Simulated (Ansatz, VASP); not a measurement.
**One calculation of SrO, two programs**

The input INCAR:

```
PREC = Accurate
ENCUT = 520
EDIFF = 1E-6
ISMEAR = 0
SIGMA = 0.05
LREAL = False
LASPH = True
NELM = 100
ALGO = Normal
ISIF = 2
LWAVE = False
LCHARG = False
GGA = B5
ALDAX = 1.0
AGGAX = 1.0
AGGAC = 1.0
ALDAC = 0.0
NBANDS = 15
```

File KPOINTS:

```
regular mesh
0
Gamma
  8 8 8
```

Contents of POSCAR:

```
SrO
1.0
    0.0000000000      2.5887717488      2.5887717488
    2.5887717488      0.0000000000      2.5887717488
    2.5887717488      2.5887717488      0.0000000000
Sr O
1 1
Direct
    0.5000000000      0.5000000000      0.5000000000
    0.0000000000      0.0000000000      0.0000000000
```

Input for Ansatz:

```yaml
crystal:
  lattice:
    - [0.0, 2.5887717488, 2.5887717488]
    - [2.5887717488, 0.0, 2.5887717488]
    - [2.5887717488, 2.5887717488, 0.0]
  atoms:
    - { symbol: Sr, position: [0.5, 0.5, 0.5] }
    - { symbol: O, position: [0.0, 0.0, 0.0] }
basis:
  ecutwfc: 420
  ecutrho_ratio: 4
kpoints:
  mp_grid: { grid: [8, 8, 8] }
hamiltonian:
  xc: blyp
scf:
  occupations: { method: gaussian, width: 0.05 }
output:
  forces: true
  stress: true
  eigenvalues: true
```

Alike in both runs: task single point; functional BLYP; k mesh 8 × 8 × 8; occupations gaussian, width 0.05 eV; no spin polarisation.

|  | VASP | Ansatz |
| --- | --- | --- |
| version | VASP 6.6.1 | Ansatz 0.2.0 |
| potentials or method | VASP PAW PBE potentials, release 64 (Sr_sv, O), cutoff 520 eV | scalar-relativistic, plane waves, PAW |
| valence electrons in the cell | 16 | 16 |

```csv
,VASP,Ansatz,Ansatz less VASP
gap on the k mesh at the Fermi level (eV),3.40,3.46,+0.056
least direct gap on the mesh (eV),3.50,3.55,+0.048
pressure (GPa),4.1,3.6,-0.54
```

VASP's potentials were made for PBE, not for BLYP. With one functional, cell and mesh, what is left measures potentials, basis and numerics.
